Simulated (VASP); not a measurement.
# SiC: single point with PBE

Crystal: SiC.

```xyz
4
Lattice="3.2775 0.0000 0.0000 -1.6388 2.8384 0.0000 0.0000 0.0000 5.0738" Properties=species:S:1:pos:R:3 pbc="T T T"
Si    0.0000    1.8923    0.0232
Si    1.6388    0.9461    2.5600
C     0.0000    1.8923    1.9302
C     1.6388    0.9461    4.4671
```

This cell differs from its parent crystal: strain +0.0600 x Voigt [1, 1, 0, 0, 0, 0].

```yaml
Program: VASP 6.6.1
Task: single point
Functional: PBE
Potentials_or_basis: VASP PAW PBE potentials, release 64 (Si, C)
Cutoff: 520 eV
k_mesh: 12 × 12 × 6
Occupations: gaussian, width 0.05 eV
Spin: no spin polarisation
```

```
Pressure               : -19.0 GPa
Largest force          : 0.325 eV/Å
Band gap on the k mesh : 2.16 eV (least direct gap 2.90 eV)
```

Forces in eV/Å, atoms in the order of the input:
```
Si   0.000  0.000 -0.325
Si   0.000  0.000 -0.325
C    0.000  0.000  0.325
C    0.000  0.000  0.325
```

Stress tensor (GPa, compression positive):
```
-27.17   0.00   0.00
  0.00 -27.17   0.00
  0.00   0.00  -2.66
```

Levels at points of the mesh, in eV from the valence-band top:
```tsv
k point	band 5	band 6	band 7	band 8	band 9	band 10	band 11	band 12
(0.00, 0.00, 0.00)	-1.58	-0.04	-0.04	0.00	2.90	4.89	5.51	5.51
(0.50, 0.00, 0.00)	-5.06	-3.32	-3.01	-1.03	2.16	4.35	5.88	6.38
(0.00, 0.00, 0.50)	-0.89	-0.89	-0.89	-0.89	4.18	4.18	6.31	6.31
(0.50, 0.00, 0.50)	-2.39	-2.39	-1.98	-1.98	3.02	3.02	5.05	5.05
```

Run time: 53 s on 1 thread of Intel Xeon 8259CL, on a shared host, peak memory 0.18 GiB.

Caveat: the cell differs from its parent crystal (strain +0.0600 x Voigt [1, 1, 0, 0, 0, 0]); the cell stands under tension. A k mesh can miss the band edges.
